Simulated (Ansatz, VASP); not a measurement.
# K in VASP and in Ansatz

```
CELL_PARAMETERS angstrom
0.00000 3.31555 3.31555
3.31555 0.00000 3.31555
3.31555 3.31555 0.00000
ATOMIC_POSITIONS crystal
K 0.00000 0.00000 0.00000
```

Alike in both runs: task single point; functional BLYP; k mesh 9 × 9 × 9; occupations fermi-dirac, width 0.1 eV; no spin polarisation.

|  | VASP | Ansatz |
| --- | --- | --- |
| version | VASP 6.6.1 | Ansatz 0.2.0 |
| potentials or method | VASP PAW PBE potentials, release 64 (K_sv), cutoff 520 eV | plane waves (420 eV) with PAW, scalar-relativistic |
| valence electrons in the cell | 9 | 9 |

```csv
,VASP,Ansatz,Ansatz less VASP
pressure (GPa),0.1,0.1,+0.01
```

VASP's potentials were made for PBE, not for BLYP. The functional is the same, so the differences come from potentials, cutoffs and numerics.
